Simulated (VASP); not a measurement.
Write the native input for VASP 6.6.1 that does the following.

```yaml
Task: single point
Functional: PBE
Potentials_or_basis: VASP PAW PBE potentials, release 64 (Si, Ge_d, Ru_pv)
Cutoff: 500 eV
k_mesh: 4 × 4 × 4
Occupations: gaussian, width 0.1 eV
Spin: no spin polarisation
Dipole_correction: no
Further_INCAR_settings: ALGO = Normal; EDIFF = 1e-06; NBANDS = 71
```

The structure of Si4Ge2Ru lies in POSCAR:

```
Si4Ge2Ru
1.0
    4.0395636447     -3.9759453537      0.0000000000
    4.0395636447      3.9759453537      0.0000000000
    0.0000000000      0.0000000000      7.1603256176
Si Ge Ru
8 4 2
Direct
    0.4714452818      0.0560726946      0.7500000000
    0.9439273054      0.5285547182      0.7500000000
    0.0560726946      0.4714452818      0.2500000000
    0.5285547182      0.9439273054      0.2500000000
    0.6607596625      0.6607596625      0.5000000000
    0.6607596625      0.6607596625      0.0000000000
    0.3392403375      0.3392403375      0.5000000000
    0.3392403375      0.3392403375      0.0000000000
    0.1594963257      0.8405036743      0.4702154926
    0.1594963257      0.8405036743      0.0297845074
    0.8405036743      0.1594963257      0.5297845074
    0.8405036743      0.1594963257      0.9702154926
    0.6463742169      0.3536257831      0.2500000000
    0.3536257831      0.6463742169      0.7500000000
```

One way to write it, as run:

INCAR

```
  PREC = Accurate
  ENCUT = 500
  EDIFF = 1E-6
  ISMEAR = 0
  SIGMA = 0.1
  LREAL = F
  LASPH = T
  NELM = 120
  ALGO = Normal
  ISIF = 2
  LWAVE = F
  LCHARG = F
  GGA = PE
  NBANDS = 71
  GGA_COMPAT = F
```

KPOINTS

```
regular mesh
0
Gamma
  4 4 4
```

Potentials or basis: VASP PAW PBE potentials, release 64 (Si, Ge_d, Ru_pv).

Launch:

```bash
$ cat potpaw_PBE.64/Si/POTCAR potpaw_PBE.64/Ge_d/POTCAR potpaw_PBE.64/Ru_pv/POTCAR > POTCAR
$ mpirun -np 1 vasp_std > vasp.out
```

It gave:

```yaml
Pressure: 0.0 GPa
Largest_force: 0.026 eV/Å
Band_gap_on_the_k_mesh: zero (bands 58 and 59 overlap by 1.00 eV)
```

Run time: 12 min on 1 thread of Oxide Virtual Turin-like Processor, with other jobs on the host, peak memory 0.42 GiB.
